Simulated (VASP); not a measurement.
# W4C in VASP: further runs, part 2 of 2

VASP 6.6.1. Earlier steps stand in the parts before.

## Step 4: Single point, PBE

INCAR reads:

```
ALGO = Normal ; DIPOL = 0.5 0.5 0.347
EDIFF = 1E-6 ; ENCUT = 520
GGA = PE ; IDIPOL = 3
ISIF = 2 ; ISMEAR = 0
LASPH = T ; LCHARG = T
LDIPOL = T ; LELF = T
LREAL = F ; LVACPOTAV = T
LVHAR = T ; LWAVE = F
NBANDS = 38 ; NELM = 60
PREC = Accurate ; SIGMA = 0.1
```

KPOINTS reads:

```
k-points
0
Gamma
  9 7 1
```

POSCAR reads:

```
W4C
1.0
    2.8547213223      0.0000000000      0.0000000000
    0.0000000000      4.0371856107      0.0000000000
    0.0000000000      0.0000000000     19.4570327473
W C
4 1
Direct
    0.5000000000      0.5000000000      0.2055811928
    0.0000000000      0.0000000000      0.2789408195
    0.5000000000      0.5000000000      0.3513926690
    0.0000000000      0.0000000000      0.4089540708
    0.1666666667      0.2000000000      0.4924330686
```

Potentials or basis: VASP PAW PBE potentials, release 64 (W_sv, C).

Started as:

```sh
$ cat potpaw_PBE.64/W_sv/POTCAR potpaw_PBE.64/C/POTCAR > POTCAR
$ mpirun -np 1 vasp_std > vasp.out
```

OUTCAR:

```text
EDIFF = 1E-6
   ENCUT = 520
   GGA = PE
   ISIF = 2
   ISMEAR = 0
   LASPH = T
   LREAL = F
   NELM = 60
   PREC = Accurate

 ion  position               nearest neighbor table
   1  0.500  0.500  0.206-   3 2.84   2 2.85   2 2.85   2 2.85   2 2.85
   2  0.000  0.000  0.279-   4 2.53   3 2.85   3 2.85   3 2.85   3 2.85   1 2.85   1 2.85   1 2.85
                             1 2.85
   3  0.500  0.500  0.351-   4 2.71   4 2.71   4 2.71   4 2.71   1 2.84   2 2.85   2 2.85   2 2.85
                             2 2.85
   4  0.000  0.000  0.409-   5 1.88   2 2.53   3 2.71   3 2.71   3 2.71   3 2.71
   5  0.167  0.200  0.492-   4 1.88

  LATTYP: Found a simple orthorhombic cell.
 ALAT       =     2.8547213223
 B/A-ratio  =     1.4142135623
 C/A-ratio  =     6.8157380531

  Lattice vectors:

 A1 = (   2.8547213223,   0.0000000000,   0.0000000000)
 A2 = (   0.0000000000,   4.0371856107,   0.0000000000)
 A3 = (   0.0000000000,   0.0000000000,  19.4570327473)

Analysis of symmetry for initial positions (statically):
=====================================================================
 Subroutine PRICEL returns:
 Original cell was already a primitive cell.

 Routine SETGRP: Setting up the symmetry group for a
 simple orthorhombic supercell.

 Subroutine GETGRP returns: Found  1 space group operations
 (whereof  1 operations were pure point group operations)
 out of a pool of  8 trial point group operations.

The static configuration has the point symmetry C_1 .

Analysis of symmetry for dynamics (positions and initial velocities):
=====================================================================
 Subroutine PRICEL returns:
 Original cell was already a primitive cell.

 Routine SETGRP: Setting up the symmetry group for a
 simple orthorhombic supercell.

 Subroutine GETGRP returns: Found  1 space group operations
 (whereof  1 operations were pure point group operations)
 out of a pool of  8 trial point group operations.

The dynamic configuration has the point symmetry C_1 .

 Subroutine INISYM returns: Found  1 space group operations
 (whereof  1 operations are pure point group operations),
 and found     1 'primitive' translations

----------------------------------------------------------------------------------------

                                     Primitive cell

  volume of cell :     224.2431

  direct lattice vectors                    reciprocal lattice vectors
     2.854721322  0.000000000  0.000000000     0.350296890  0.000000000  0.000000000
     0.000000000  4.037185611  0.000000000     0.000000000  0.247697306  0.000000000
     0.000000000  0.000000000 19.457032747     0.000000000  0.000000000  0.051395298

  length of vectors
     2.854721322  4.037185611 19.457032747     0.350296890  0.247697306  0.051395298

  position of ions in fractional coordinates (direct lattice)
     0.500000000  0.500000000  0.205581193
     0.000000000  0.000000000  0.278940820
     0.500000000  0.500000000  0.351392669
     0.000000000  0.000000000  0.408954071
     0.166666667  0.200000000  0.492433069

  ion indices of the primitive-cell ions
   primitive index   ion index
                 1           1
                 2           2
                 3           3
[... 36 lines left out ...]
  0.000000  0.142857  0.000000      2.000000
[... 16 lines left out ...]
  0.444444 -0.285714  0.000000      2.000000
  0.000000  0.428571  0.000000      2.000000
 [... further k-points ...]
   k-points           NKPTS =     32   k-points in BZ     NKDIM =     32   number of bands    NBANDS=     38
   number of dos      NEDOS =    301   number of ions     NIONS =      5
   total plane-waves  NPLWV = 108000
   dimension x,y,z NGX =    24 NGY =   30 NGZ =  150
   dimension x,y,z NGXF=    48 NGYF=   60 NGZF=  300
   ions per type =               4   1
   NGX,Y,Z   is equivalent  to a cutoff of  13.98, 12.35, 12.82 a.u.
   NGXF,Y,Z  is equivalent  to a cutoff of  27.95, 24.71, 25.63 a.u.
 SYSTEM =  unknown system
   PREC   = accura    normal or accurate (medium, high low for compatibility)
   ISTART =      0    job   : 0-new  1-cont  2-samecut
   ICHARG =      2    charge: 1-file 2-atom 10-const
   ISPIN  =      1    spin polarized calculation?
   LNONCOLLINEAR =      F non collinear calculations
   LSORBIT =      F    spin-orbit coupling
   LASPH  =      T    aspherical Exc in radial PAW
   ENCUT  =  520.0 eV  38.22 Ry    6.18 a.u.   5.31  7.51 36.18*2*pi/ulx,y,z
   NELM   =     60;   NELMIN=  2; NELMDL= -5     # of ELM steps
   EDIFF  = 0.1E-05   stopping-criterion for ELM
   LREAL  =      F    real-space projection
   EDIFFG = 0.1E-04   stopping-criterion for IOM
   NSW    =      0    number of steps for IOM
   IBRION =     -1    ionic relax: 0-MD 1-quasi-New 2-CG
   NFREE  =      0    steps in history (QN), initial steepest desc. (CG)
   ISIF   =      2    stress and relaxation
   ISYM   =      2    0-nonsym 1-usesym 2-fastsym
   POTIM  = 0.5000    time-step for ionic-motion
   TEBEG  =    0.0;   TEEND  =   0.0 temperature during run
   PSTRESS=    0.0 pullay stress
   NELECT =      60.0000    total number of electrons
   NUPDOWN=      -1.0000    fix difference up-down
   EMIN   =  10.00;   EMAX   =-10.00  energy-range for DOS
   EFERMI =   0.00;   METHOD = LEGACY
   ISMEAR =     0;   SIGMA  =   0.10  broadening in eV -4-tet -1-fermi 0-gaus
   EFERMI_NEDOS =   21; number of points for ismear=-14 and -15
   IALGO  =     38    algorithm
   IMIX   =      4    mixing-type and parameters
     AMIX     =   0.40;   BMIX     =  1.00
     AMIX_MAG =   1.60;   BMIX_MAG =  1.00
  volume/ion in A,a.u.               =      44.85       302.65
  Fermi-wavevector in a.u.,A,eV,Ry     =   1.054918  1.993507 15.141284  1.112853
  Thomas-Fermi vector in A             =   2.190097
   LORBIT       =      0    0 simple, 1 ext, 2 COOP (PROOUT), +10 PAW based schemes
   GGA     = PE    functional components
   LHFCALC =     F    Hartree Fock is set to
   AEXX    =    0.0000 exact exchange contribution
   IVDW    =     0    specifies the selected vdW correction
   LEPSILON=     F    determine dielectric tensor
   LRPA    =     F    only Hartree local field effects (RPA)
 non-spin polarized calculation
 Gauss-broadening in eV      SIGMA  =   0.10
  energy-cutoff  :      520.00
  volume of cell :      224.24
 maximum number of plane-waves:      6071
 NGX is ok and might be reduce to    24
   NGX = 11   NGY = 15   NGZ = 73

 dipolmoment           0.000000      0.000000     -0.471327 electrons x Angstroem

 number of electron      59.9999989 magnetization

 dipolmoment           0.000000      0.000000      0.161798 electrons x Angstroem

 Free energy of the ion-electron system (eV)
  ---------------------------------------------------
  ext. energy  EPLUGINS =         0.00000000
  ---------------------------------------------------
  free energy    TOTEN  =       -51.29110855 eV

  energy without entropy =      -51.26325575  energy(sigma->0) =      -51.27718215

 E-fermi :  -0.2629     XC(G=0):  -5.4562

 val. band max:       -0.2672524006   @ k =   0.1111  -0.4286   0.0000
 cond. band min:      -0.2558598539   @ k =   0.4444   0.2857   0.0000
 fundamental gap:      0.0113925467
 Fermi energy:        -0.2628920372

 k-point     1 :       0.0000    0.0000    0.0000
  band No.  band energies     occupation
      1     -74.2250      2.00000
      2     -74.0495      2.00000
      3     -73.8729      2.00000
      4     -73.5678      2.00000
      5     -38.7495      2.00000
      6     -38.7133      2.00000
[... 973 lines left out ...]
     37       1.9686      0.00000
     38       2.4564      0.00000

 [... further k-points ...]

------------------------ aborting loop because EDIFF is reached ----------------------------------------

  FORCE on cell =-STRESS in cart. coord.  units (eV):
  Direction    XX          YY          ZZ          XY          YZ          ZX
  --------------------------------------------------------------------------------------
  -------------------------------------------------------------------------------------
  Total       -2.6221960      0.2147844      1.0971533      0.7323539      0.7737305      2.1843283
  in kB      -18.7351287      1.5345968      7.8389676      5.2325401      5.5281681     15.6066412
  external PRESSURE =      -3.1205214 kB  Pullay stress =       0.0000000 kB

 VOLUME and BASIS-vectors are now :
 -----------------------------------------------------------------------------
  energy-cutoff  :      520.00
  volume of cell :      224.24
      direct lattice vectors                 reciprocal lattice vectors
     2.854721322  0.000000000  0.000000000     0.350296890  0.000000000  0.000000000
     0.000000000  4.037185611  0.000000000     0.000000000  0.247697306  0.000000000
     0.000000000  0.000000000 19.457032747     0.000000000  0.000000000  0.051395298

 POSITION                                       TOTAL-FORCE (eV/Angst)
 -----------------------------------------------------------------------------------
      1.42736      2.01859      4.00000        -0.071995     -0.063653      2.091931
      0.00000      0.00000      5.42736         0.234032      0.165372     -3.219022
      1.42736      2.01859      6.83706        -0.526534     -0.215444     -1.000141
      0.00000      0.00000      7.95703        -0.806339     -0.316553      2.036263
      0.47579      0.80744      9.58129         1.170836      0.430278      0.090969
 -----------------------------------------------------------------------------------
    total drift:                               -0.000021     -0.000024      0.000955

  FREE ENERGIE OF THE ION-ELECTRON SYSTEM (eV)
  ---------------------------------------------------
  free  energy   TOTEN  =       -51.2911085457 eV

  energy  without entropy=      -51.2632557538  energy(sigma->0) =      -51.27718215

 vacuum level on the upper side and lower side of the slab         6.370         3.830
```

It took 5.2 min on 1 thread of AMD EPYC 9R45 (Zen 5), shared host; peak memory 0.41 GiB.

What came out:

| Item | Value |
| --- | --- |
| Free energy | -51.2911 eV |
| Largest force | 3.232 eV/Å |
| Band gap on the k mesh | zero (bands 30 and 31 overlap by 0.45 eV) |

Forces in eV/Å, atoms in the order of the input:
```
W   -0.072 -0.064  2.092
W    0.234  0.165 -3.219
W   -0.527 -0.215 -1.000
W   -0.806 -0.317  2.036
C    1.171  0.430  0.091
```

Caveat: spin-orbit coupling is left out, which moves the levels of the heavy elements.

## Step 5: Single point, PBE

INCAR reads:

```
PREC = Accurate
ENCUT = 520
EDIFF = 1E-6
ISMEAR = 0
SIGMA = 0.1
LREAL = False
LASPH = True
NELM = 100
ALGO = Normal
ISIF = 2
LWAVE = False
LCHARG = False
LDIPOL = True
IDIPOL = 3
DIPOL = 0.5 0.5 0.346
GGA = PE
NBANDS = 38
```

KPOINTS reads:

```
Automatic mesh
0
Gamma
  9 7 1
```

Changes to POSCAR since step 4:

```diff
@@ -12,2 +12,2 @@
     0.0000000000      0.0000000000      0.4089540708
-    0.1666666667      0.2000000000      0.4924330686
+    0.3333333333      0.1000000000      0.4874520618
```

Started as:

```sh
$ cat potpaw_PBE.64/W_sv/POTCAR potpaw_PBE.64/C/POTCAR > POTCAR
$ mpirun -np 1 vasp_std > vasp.out
```

Run time: 5.4 min. Hardware: 1 thread of AMD EPYC 9R45 (Zen 5), shared host; peak memory 0.4 GiB.

It converged, with:

* Free energy: -51.8896 eV
* Largest force: 3.546 eV/Å
* Band gap on the k mesh: zero (bands 30 and 31 overlap by 0.65 eV)

Forces on the atoms (eV/Å):
```
W   -0.088  0.004  2.176
W    0.418  0.087 -3.521
W   -0.587 -0.050 -1.370
W   -1.726 -0.359  2.610
C    1.982  0.317  0.105
```

Levels at points of the mesh, in eV from the Fermi level:
```
           k point  band 27  band 28  band 29  band 30  band 31  band 32  band 33  band 34
(0.00, 0.00, 0.00)    -1.13    -0.62    -0.54    -0.37     0.30     0.54     1.09     1.22
```

Caveat: spin-orbit coupling is left out, which moves the levels of the heavy elements.

## Step 6: Single point, PBE

INCAR reads:

```
ALGO     = Normal         # electronic algorithm
DIPOL    = 0.5 0.5 0.338
EDIFF    = 1E-6           # SCF threshold, eV
ENCUT    = 520            # plane-wave cutoff, eV
GGA      = PE             # functional
IDIPOL   = 3            
ISIF     = 2              # what is computed and relaxed
ISMEAR   = 0              # smearing method
LASPH    = T              # aspherical terms in the spheres
LCHARG   = F              # write CHGCAR
LDIPOL   = T            
LREAL    = F              # projectors in reciprocal space
LWAVE    = F              # write WAVECAR
NBANDS   = 38             # bands
NELM     = 60             # most SCF steps
PREC     = Accurate       # precision mode
SIGMA    = 0.1            # smearing width, eV
```

KPOINTS reads:

```
k-points
0
Gamma
  9 7 1
```

Changes to POSCAR since step 5:

```diff
@@ -12,2 +12,2 @@
     0.0000000000      0.0000000000      0.4089540708
-    0.3333333333      0.1000000000      0.4874520618
+    0.1666666667      0.4000000000      0.4443879661
```

Potentials or basis: VASP PAW PBE potentials, release 64 (W_sv, C).

Started as:

```sh
$ cat potpaw_PBE.64/W_sv/POTCAR potpaw_PBE.64/C/POTCAR > POTCAR
$ mpirun -np 1 vasp_std > vasp.out
```

It took 4.9 min on 1 thread of AMD EPYC 9R45 (Zen 5), shared host; peak memory 0.41 GiB.

The run converged. Its results:

- Free energy: -53.2774 eV
- Largest force: 5.690 eV/Å
- Band gap on the k mesh: zero (bands 30 and 31 overlap by 0.32 eV)

Forces in eV/Å, atoms in the order of the input:
```
W    0.009  0.150  1.962
W    0.373  0.546 -3.359
W    0.320  0.433 -1.284
W   -0.820 -5.002  2.584
C    0.118  3.874  0.097
```

Levels at points of the mesh, in eV from the Fermi level:
```csv
k point,band 27,band 28,band 29,band 30,band 31,band 32,band 33,band 34
"(0.00, 0.00, 0.00)",-1.16,-0.90,-0.32,-0.03,0.21,0.52,0.80,1.13
```

Caveat: spin-orbit coupling is left out, which moves the levels of the heavy elements.

## Step 7: The runs side by side

| cell | gap on the mesh (eV) | largest force (eV/Å) |
| --- | --- | --- |
| as given, atomic positions A | none | 3.77 |
| as given, atomic positions B | none | 4.38 |
| as given, atomic positions C | none | 3.23 |
| as given, atomic positions D | none | 3.55 |
| as given, atomic positions E | none | 5.69 |

Alike in all rows: task single point; level PBE; potentials or basis VASP PAW PBE potentials, release 64 (W_sv, C); no spin polarisation; k mesh 9 × 7 × 1; cutoff (eV) 520; smearing gaussian 0.1 eV.

Caveats: spin-orbit coupling is left out, which moves the levels of the heavy elements.

Absolute energies hang on the potentials; compare differences alone.

The gap in the log of VASP goes by the Fermi energy; the results here count the filled bands.